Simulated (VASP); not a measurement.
Set up this calculation in VASP 6.6.1, as the native input.

| Item | Value |
| --- | --- |
| Task | single point |
| Functional | PBE |
| Potentials or basis | VASP PAW PBE potentials, release 64 (Ta_pv, Al, N) |
| Cutoff | 520 eV |
| k mesh | 6 × 6 × 2 |
| Occupations | gaussian, width 0.1 eV |
| Spin | collinear spin |
| Starting moments | [1.0, 1.0, 1.0, 1.0, 1.0, 0.0, 0.0, 0.0, 0.0, 0.0, 0.0, 0.0] μB |
| Dipole correction | no |
| Further INCAR settings | ALGO = Normal; EDIFF = 1e-06; NBANDS = 60 |

The structure of Ta5AlN6 lies in POSCAR:

```
Ta5AlN6
1.0
    3.3612719000      0.0000000000      0.0000000000
    0.0000000000      3.3612719000      0.0000000000
    0.0000000000      0.0000000000     14.2606689300
Ta Al N
5 1 6
Direct
    0.0000000000      0.0000000000      0.6666666700
    0.0000000000      0.0000000000      0.3333333300
    0.5000000000      0.5000000000      0.1666666700
    0.0000000000      0.0000000000      0.0000000000
    0.5000000000      0.5000000000      0.8333333300
    0.5000000000      0.5000000000      0.5000000000
    0.0000000000      0.0000000000      0.8333333300
    0.5000000000      0.5000000000      0.6666666700
    0.0000000000      0.0000000000      0.5000000000
    0.5000000000      0.5000000000      0.3333333300
    0.0000000000      0.0000000000      0.1666666700
    0.5000000000      0.5000000000      0.0000000000
```

One way to write it, as run:

INCAR

```
ALGO     = Normal         # electronic algorithm
EDIFF    = 1E-6           # SCF threshold, eV
ENCUT    = 520            # plane-wave cutoff, eV
GGA      = PE             # functional
ISIF     = 2              # what is computed and relaxed
ISMEAR   = 0              # smearing method
ISPIN    = 2              # spin polarisation
LASPH    = T              # aspherical terms in the spheres
LCHARG   = F              # write CHGCAR
LMAXMIX  = 4              # l up to which the mixer works
LORBIT   = 11             # projections on sites
LREAL    = F              # projectors in reciprocal space
LWAVE    = F              # write WAVECAR
MAGMOM   = 1 1 1 1 1 0 0 0 0 0 0 0 # initial moments
NBANDS   = 60             # bands
NELM     = 150            # most SCF steps
PREC     = Accurate       # precision mode
SIGMA    = 0.1            # smearing width, eV
```

KPOINTS

```
k-points
0
Gamma
  6 6 2
```

Potentials or basis: VASP PAW PBE potentials, release 64 (Ta_pv, Al, N).

Command:

```bash
$ cat potpaw_PBE.64/Ta_pv/POTCAR potpaw_PBE.64/Al/POTCAR potpaw_PBE.64/N/POTCAR > POTCAR
$ mpirun -np 1 vasp_std > vasp.out
```

Results of the run:

```
Pressure                                              : -42.5 GPa
Largest force                                         : 1.147 eV/Å
Band gap on the k mesh                                : zero (filled and empty bands overlap)
Net moment                                            : 0.00 μB per cell
Valence electrons inside the program's atomic spheres : Ta 8.50, 8.54, 8.53 (each value once); Al 0.59; N 3.59, 3.55, 3.60 (each value once)
```

Caveat: the cell stands under tension; spin-orbit coupling is left out, which moves the levels of the heavy elements; forces of over 1 eV/Å act on the atoms, so gaps and moduli don't describe the material at rest.

Run time: 5.3 min on 1 thread of Intel(R) Xeon(R) 6975P-C (Granite Rapids), with other jobs on the host, peak memory 0.51 GiB.
